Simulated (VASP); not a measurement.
# CO2 (Cmce) in VASP: density of states with LDA

Aim: the density of states of CO2 with LDA.

Program: VASP 6.6.1. These are calculated values, not measurements. Logs are shortened: lines on timing, memory, paths and dates and some standing lists are left out, and cuts for length are marked.

## (1) The cell of the first run

Symmetry: Cmce, No. 64, orthorhombic system. The conventional cell has a = 5.133 Å, b = 4.645 Å, c = 6.213 Å, α = 90.00°, β = 90.00°, γ = 90.00°. Within 1.6 Å of C (site symmetry 2/m) lie 2 O at 1.16 Å. Within 1.6 Å of O (site symmetry m) lie 1 C at 1.16 Å.

## (2) Density of states, LDA

Contents of POSCAR:

```
CO2
1.0
    2.5664550713     -2.3224222273      0.0000000000
    2.5664550713      2.3224222273      0.0000000000
    0.0000000000      0.0000000000      6.2127645072
C O
2 4
Direct
    0.0000000000      0.0000000000      0.0000000000
    0.5000000000      0.5000000000      0.5000000000
    0.7970344589      0.2029655411      0.8910985615
    0.2029655411      0.7970344589      0.1089014385
    0.7029655411      0.2970344589      0.3910985615
    0.2970344589      0.7029655411      0.6089014385
```

Contents of INCAR.step1:

```
SYSTEM = CO2
PREC = Accurate ; ENCUT = 520
EDIFF = 1E-7 ; ISMEAR = 0
SIGMA = 0.02 ; LREAL = .FALSE.
LASPH = .TRUE. ; NELM = 80
ALGO = Normal ; ISIF = 2
LWAVE = .FALSE. ; LCHARG = .TRUE.
NBANDS = 25
```

Contents of KPOINTS.step1:

```
Automatic mesh
0
G
  8 8 4
  0 0 0
```

Contents of INCAR.step2:

```
SYSTEM = CO2
PREC = Accurate ; ENCUT = 520
EDIFF = 1E-7 ; ISMEAR = -5
SIGMA = 0.02 ; LREAL = .FALSE.
LASPH = .TRUE. ; NELM = 80
ALGO = Normal ; ISIF = 2
LWAVE = .FALSE. ; LCHARG = .FALSE.
LORBIT = 11 ; NEDOS = 1001
ICHARG = 11
```

Contents of KPOINTS.step2:

```
Automatic mesh
0
G
  12 12 6
  0 0 0
```

Potentials or basis: VASP PAW LDA potentials, release 64 (C, O).

Launch:

```console
$ cat potpaw_LDA.64/C/POTCAR potpaw_LDA.64/O/POTCAR > POTCAR
$ cp INCAR.step1 INCAR
$ cp KPOINTS.step1 KPOINTS
$ mpirun -np 1 vasp_std > vasp.out
$ cp INCAR.step2 INCAR
$ cp KPOINTS.step2 KPOINTS
$ mpirun -np 1 vasp_std > vasp.out
```

OUTCAR:

```text
SYSTEM = CO2
   PREC = Accurate
   ENCUT = 520
   EDIFF = 1E-7
   ISMEAR = -5
   LREAL = .FALSE.
   LASPH = .TRUE.
   NELM = 80
   ISIF = 2
   LORBIT = 11
   ICHARG = 11

 ion  position               nearest neighbor table
   1  0.000  0.000  0.000-   3 1.16   4 1.16
   2  0.500  0.500  0.500-   5 1.16   6 1.16
   3  0.797  0.203  0.891-   1 1.16
   4  0.203  0.797  0.109-   1 1.16
   5  0.703  0.297  0.391-   2 1.16
   6  0.297  0.703  0.609-   2 1.16

  LATTYP: Found a base centered orthorhombic cell.
 ALAT       =     4.6448444546
 B/A-ratio  =     1.1050768638
 C/A-ratio  =     1.3375613689

  Lattice vectors:

 A1 = (  -2.5664550713,  -2.3224222273,   0.0000000000)
 A2 = (   2.5664550713,  -2.3224222273,   0.0000000000)
 A3 = (   0.0000000000,   0.0000000000,   6.2127645072)

Analysis of symmetry for initial positions (statically):
=====================================================================
 Subroutine PRICEL returns:
 Original cell was already a primitive cell.

 Routine SETGRP: Setting up the symmetry group for a
 base centered orthorhombic supercell.

 Subroutine GETGRP returns: Found  8 space group operations
 (whereof  4 operations were pure point group operations)
 out of a pool of  8 trial point group operations.

The static configuration has the point symmetry C_2h.
 The point group associated with its full space group is D_2h.

Analysis of symmetry for dynamics (positions and initial velocities):
=====================================================================
 Subroutine PRICEL returns:
 Original cell was already a primitive cell.

 Routine SETGRP: Setting up the symmetry group for a
 base centered orthorhombic supercell.

 Subroutine GETGRP returns: Found  8 space group operations
 (whereof  4 operations were pure point group operations)
 out of a pool of  8 trial point group operations.

The dynamic configuration has the point symmetry C_2h.
 The point group associated with its full space group is D_2h.

 Subroutine INISYM returns: Found  8 space group operations
 (whereof  4 operations are pure point group operations),
 and found     1 'primitive' translations

----------------------------------------------------------------------------------------

                                     Primitive cell

  volume of cell :      74.0610

  direct lattice vectors                    reciprocal lattice vectors
     2.566455071 -2.322422227  0.000000000     0.194821256 -0.215292462  0.000000000
     2.566455071  2.322422227  0.000000000     0.194821256  0.215292462  0.000000000
     0.000000000  0.000000000  6.212764507     0.000000000  0.000000000  0.160958942

  length of vectors
     3.461262289  3.461262289  6.212764507     0.290355241  0.290355241  0.160958942

  position of ions in fractional coordinates (direct lattice)
     0.000000000  0.000000000  0.000000000
     0.500000000  0.500000000  0.500000000
     0.797034459  0.202965541  0.891098562
     0.202965541  0.797034459  0.108901438
     0.702965541  0.297034459  0.391098562
     0.297034459  0.702965541  0.608901438

  ion indices of the primitive-cell ions
   primitive index   ion index
                 1           1
                 2           2
                 3           3
                 4           4
                 5           5
                 6           6

----------------------------------------------------------------------------------------

 KPOINTS: Automatic mesh

Automatic generation of k-mesh.
 Grid dimensions read from file:
 generate k-points for:   12   12    6

 Generating k-lattice:

  Cartesian coordinates                     Fractional coordinates (reciprocal lattice)
     0.016235105 -0.017941039  0.000000000     0.083333333  0.000000000  0.000000000
     0.016235105  0.017941039  0.000000000     0.000000000  0.083333333  0.000000000
     0.000000000  0.000000000  0.026826490     0.000000000  0.000000000  0.166666667

  Length of vectors
     0.024196270  0.024196270  0.026826490

  Shift w.r.t. Gamma in fractional coordinates (k-lattice)
     0.000000000  0.000000000  0.000000000

 TETIRR: Found   1296 inequivalent tetrahedra from     5184

 Subroutine IBZKPT returns following result:
 ===========================================

 Found    172 irreducible k-points:

 Following reciprocal coordinates:
            Coordinates               Weight
  0.000000  0.000000  0.000000      1.000000
  0.083333  0.000000  0.000000      4.000000
  0.166667  0.000000  0.000000      4.000000
  0.250000  0.000000  0.000000      4.000000
  0.333333  0.000000  0.000000      4.000000
  0.416667  0.000000  0.000000      4.000000
[... 16 lines left out ...]
  0.500000  0.166667  0.000000      4.000000
 -0.416667  0.166667  0.000000      4.000000
 [... further k-points ...]
   k-points           NKPTS =    172   k-points in BZ     NKDIM =    172   number of bands    NBANDS=     20
   number of dos      NEDOS =   1001   number of ions     NIONS =      6
   total plane-waves  NPLWV =  37632
   dimension x,y,z NGX =    28 NGY =   28 NGZ =   48
   dimension x,y,z NGXF=    56 NGYF=   56 NGZF=   96
   ions per type =               2   4
   NGX,Y,Z   is equivalent  to a cutoff of  13.45, 13.45, 12.84 a.u.
   NGXF,Y,Z  is equivalent  to a cutoff of  26.90, 26.90, 25.69 a.u.
 SYSTEM =  CO2
   PREC   = accura    normal or accurate (medium, high low for compatibility)
   ISTART =      0    job   : 0-new  1-cont  2-samecut
   ICHARG =     11    charge: 1-file 2-atom 10-const
   ISPIN  =      1    spin polarized calculation?
   LNONCOLLINEAR =      F non collinear calculations
   LSORBIT =      F    spin-orbit coupling
   LASPH  =      T    aspherical Exc in radial PAW
   ENCUT  =  520.0 eV  38.22 Ry    6.18 a.u.   6.44  6.44 11.55*2*pi/ulx,y,z
   NELM   =     80;   NELMIN=  2; NELMDL=  0     # of ELM steps
   EDIFF  = 0.1E-06   stopping-criterion for ELM
   LREAL  =      F    real-space projection
   EDIFFG = 0.1E-05   stopping-criterion for IOM
   NSW    =      0    number of steps for IOM
   IBRION =     -1    ionic relax: 0-MD 1-quasi-New 2-CG
   NFREE  =      0    steps in history (QN), initial steepest desc. (CG)
   ISIF   =      2    stress and relaxation
   ISYM   =      2    0-nonsym 1-usesym 2-fastsym
   POTIM  = 0.5000    time-step for ionic-motion
   TEBEG  =    0.0;   TEEND  =   0.0 temperature during run
   PSTRESS=    0.0 pullay stress
   NELECT =      32.0000    total number of electrons
   NUPDOWN=      -1.0000    fix difference up-down
   EMIN   =  10.00;   EMAX   =-10.00  energy-range for DOS
   EFERMI =   0.00;   METHOD = LEGACY
   ISMEAR =    -5;   SIGMA  =   0.02  broadening in eV -4-tet -1-fermi 0-gaus
   EFERMI_NEDOS =   21; number of points for ismear=-14 and -15
   IALGO  =     38    algorithm
   IMIX   =      4    mixing-type and parameters
     AMIX     =   0.40;   BMIX     =  1.00
     AMIX_MAG =   1.60;   BMIX_MAG =  1.00
  volume/ion in A,a.u.               =      12.34        83.30
  Fermi-wavevector in a.u.,A,eV,Ry     =   1.237642  2.338804 20.840817  1.531757
  Thomas-Fermi vector in A             =   2.372200
   LORBIT       =     11    0 simple, 1 ext, 2 COOP (PROOUT), +10 PAW based schemes
   GGA     = CA    functional components
   LHFCALC =     F    Hartree Fock is set to
   AEXX    =    0.0000 exact exchange contribution
   IVDW    =     0    specifies the selected vdW correction
   LEPSILON=     F    determine dielectric tensor
   LRPA    =     F    only Hartree local field effects (RPA)
 non-spin polarized calculation
 Fermi weights with tetrahedron method with Bloechl corrections
  energy-cutoff  :      520.00
  volume of cell :       74.06
 maximum number of plane-waves:      2015
 NGX is ok and might be reduce to    28

 number of electron      32.0000003 magnetization

 Free energy of the ion-electron system (eV)
  ---------------------------------------------------
  ext. energy  EPLUGINS =         0.00000000
  ---------------------------------------------------
  free energy    TOTEN  =       -49.75842138 eV

  energy without entropy =      -49.75842138  energy(sigma->0) =      -49.75842138

 E-fermi :  -2.4925     XC(G=0):  -9.4123

 val. band max:       -2.5197615684   @ k =   0.5000   0.5000   0.0000
 cond. band min:       3.9245691098   @ k =   0.0000   0.0000   0.0000
 fundamental gap:      6.4443306782
 Fermi energy:        -2.4925438919

 k-point     1 :       0.0000    0.0000    0.0000
  band No.  band energies     occupation
      1     -23.4565      2.00000
      2     -23.1802      2.00000
      3     -22.1915      2.00000
      4     -22.0854      2.00000
      5      -8.0728      2.00000
      6      -7.7421      2.00000
[... 12 lines left out ...]
     19       4.9307      0.00000
     20       5.0578      0.00000

 k-point     2 :       0.0833    0.0000    0.0000
  band No.  band energies     occupation
      1     -23.4423      2.00000
      2     -23.1736      2.00000
      3     -22.1938      2.00000
      4     -22.0928      2.00000
      5      -8.1278      2.00000
      6      -7.7077      2.00000
[... 12 lines left out ...]
     19       4.9174      0.00000
     20       5.1133      0.00000
[... 465 lines left out ...]
      3     -22.2343      2.00000
      4     -22.2295      2.00000
      5      -8.2222      2.00000
      6      -8.1923      2.00000
[... 12 lines left out ...]
     19       5.8804      0.00000
     20       6.1993      0.00000

 k-point    24 :      -0.4167    0.1667    0.0000
  band No.  band energies     occupation
      1     -23.1325      2.00000
      2     -23.1206      2.00000
      3     -22.2384      2.00000
      4     -22.2193      2.00000
      5      -8.2984      2.00000
      6      -8.1139      2.00000
[... 12 lines left out ...]
     19       5.9056      0.00000
     20       5.9351      0.00000

 [... further k-points ...]
[... 5 lines left out ...]
  --------------------------------------------------------------------------------------
  -------------------------------------------------------------------------------------
  Total       -0.1474790      2.2680069      1.0507734      0.0000000     -0.0000000      0.0000000
  in kB       -3.1904436     49.0642553     22.7315950      0.0000000     -0.0000000      0.0000000
  external PRESSURE =      22.8684689 kB  Pullay stress =       0.0000000 kB

 VOLUME and BASIS-vectors are now :
 -----------------------------------------------------------------------------
  energy-cutoff  :      520.00
  volume of cell :       74.06
      direct lattice vectors                 reciprocal lattice vectors
     2.566455071 -2.322422227  0.000000000     0.194821256 -0.215292462  0.000000000
     2.566455071  2.322422227  0.000000000     0.194821256  0.215292462  0.000000000
     0.000000000  0.000000000  6.212764507     0.000000000  0.000000000  0.160958942

 POSITION                                       TOTAL-FORCE (eV/Angst)
 -----------------------------------------------------------------------------------
      0.00000      0.00000      0.00000         0.000000      0.000000      0.000000
      2.56646      0.00000      3.10638         0.000000      0.000000      0.000000
      2.56646     -1.37968      5.53619         0.000000      0.650669     -0.465864
      2.56646      1.37968      0.67658         0.000000     -0.650669      0.465864
      2.56646     -0.94274      2.42980         0.000000     -0.650669     -0.465864
      2.56646      0.94274      3.78296         0.000000      0.650669      0.465864
 -----------------------------------------------------------------------------------
    total drift:                                0.000000     -0.000000      0.000000

  FREE ENERGIE OF THE ION-ELECTRON SYSTEM (eV)
  ---------------------------------------------------
  free  energy   TOTEN  =       -49.7584213793 eV

  energy  without entropy=      -49.7584213793  energy(sigma->0) =      -49.75842138

 total charge

# of ion       s       p       d       tot
------------------------------------------
    1        0.933   1.841   0.000   2.774
    2        0.933   1.841   0.000   2.774
    3        1.593   3.563   0.000   5.156
    4        1.593   3.563   0.000   5.156
    5        1.593   3.563   0.000   5.156
    6        1.593   3.563   0.000   5.156
--------------------------------------------------
tot          8.237  17.933   0.000  26.170
```

It used 200 s of CPU time on 1 thread of Intel Xeon 6975P-C, with other jobs on the host.

Results:

- Valence electrons inside the program's atomic spheres: C 2.77; O 5.16
